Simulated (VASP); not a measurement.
Input of a VASP 6.6.1 run:

INCAR

```
SYSTEM = MgO2
ALGO     = Normal         ! electronic algorithm
EDIFF    = 1E-6           ! SCF threshold, eV
ENCUT    = 520            ! plane-wave cutoff, eV
GGA      = PS             ! functional
ISIF     = 2              ! what is computed and relaxed
ISMEAR   = 0              ! smearing method
LASPH    = .True.         ! aspherical terms in the spheres
LCHARG   = .True.         ! write CHGCAR
LELF     = .True.         ! ELF
LREAL    = .False.        ! projectors in reciprocal space
LVHAR    = .True.       
LWAVE    = .False.        ! write WAVECAR
NBANDS   = 14             ! bands
NELM     = 60             ! most SCF steps
PREC     = Accurate       ! precision mode
SIGMA    = 0.05           ! smearing width, eV
```

KPOINTS

```
k-points
0
Gamma
  12 12 12
  0 0 0
```

File POSCAR:

```
MgO2
1.0
    1.5566181855      0.8987139284      3.5463885580
   -1.5566181855      0.8987139284      3.5463885580
    0.0000000000     -1.7974278569      3.5463885580
Mg O
1 2
Direct
    0.0000000000      0.0000000000      0.0000000000
    0.4287860000      0.4287860000      0.4287860000
    0.5712140000      0.5712140000      0.5712140000
```

Potentials or basis: VASP PAW PBE potentials, release 64 (Mg, O).

Launch:

```console
$ cat potpaw_PBE.64/Mg/POTCAR potpaw_PBE.64/O/POTCAR > POTCAR
$ mpirun -np 1 vasp_std > vasp.out
```

Estimate the largest force.

0.873 eV/Å.

Estimate the pressure.

-1.3 GPa.

Estimate the band gap on the k mesh.

1.80 eV, direct.

Stress tensor (GPa, compression positive):
```
  4.41   0.00   0.00
  0.00   4.41   0.00
  0.00   0.00 -12.66
```

Caveat: the cell differs from its parent crystal (strain -0.030 along x and y, +0.015 along z); the PAW data sets were made with another functional, which shifts forces and pressure a little. A k mesh can miss the band edges.
